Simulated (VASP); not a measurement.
Write the native input for VASP 6.6.1 that does the following.

```yaml
Task: single point
Functional: PBEsol
Potentials_or_basis: VASP PAW PBE potentials, release 64 (Bi_d)
Cutoff: 520 eV
k_mesh: 20 × 20 × 20
Occupations: gaussian, width 0.05 eV
Spin: no spin polarisation
Dipole_correction: no
Further_INCAR_settings: ALGO = Normal; EDIFF = 1e-06; NBANDS = 14
```

The structure of Bi lies in POSCAR:

```
Bi
1.0
   -1.5263523578      1.5263523578      1.5263523578
    1.5263523578     -1.5263523578      1.5263523578
    1.5263523578      1.5263523578     -1.5263523578
Bi
1
Direct
    0.0000000000      0.0000000000      0.0000000000
```

One way to write it, as run:

INCAR

```
  ALGO = Normal
  EDIFF = 1E-6
  ENCUT = 520
  GGA = PS
  ISIF = 2
  ISMEAR = 0
  LASPH = True
  LCHARG = True
  LELF = True
  LREAL = False
  LVHAR = True
  LWAVE = False
  NBANDS = 14
  NELM = 60
  PREC = Accurate
  SIGMA = 0.05
```

KPOINTS

```
k-points
0
Gamma
  20 20 20
```

Potentials or basis: VASP PAW PBE potentials, release 64 (Bi_d).

Launch:

```console
$ cat potpaw_PBE.64/Bi_d/POTCAR > POTCAR
$ mpirun -np 1 vasp_std > vasp.out
```

Results of the run:

The pressure is 258.9 GPa.

Caveat: the PAW data sets were made with another functional, which shifts forces and pressure a little.

It took 25 s on 1 thread of Intel Xeon 6975P-C (shared host), peak memory 0.16 GiB.
